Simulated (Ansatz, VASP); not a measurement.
## Two plane-wave programs on TiAl

```xyz
2
Lattice="2.8478 0.0000 0.0000 -1.4239 2.4663 0.0000 0.0000 0.0000 4.6199" Properties=species:S:1:pos:R:3 pbc="T T T"
Ti    0.0000    0.0000    0.0000
Al    0.0000    1.6442    2.3100
```

Alike in both runs: functional PBEsol; k mesh 18 × 18 × 10; occupations gaussian, width 0.1 eV; no spin polarisation.

Ansatz relaxed the structure, and its values are those at the end. VASP's run is a single point on that final structure, the one shown.

|  | VASP | Ansatz |
| --- | --- | --- |
| version | VASP 6.6.1 | Ansatz 0.2.0 |
| potentials or method | VASP PAW PBE potentials, release 64 (Ti_sv, Al), cutoff 520 eV | scalar-relativistic, plane waves, PAW |
| valence electrons in the cell | 15 | 15 |

|  | VASP | Ansatz | Ansatz less VASP |
| --- | --- | --- | --- |
| gap on the k mesh at the Fermi level (eV) | none | none | - |
| pressure (GPa) | 0.0 | 0.0 | +0.01 |

VASP's potentials were made for PBE, not for PBEsol. A gap of «none» marks a metal or a gap that the smearing closes.
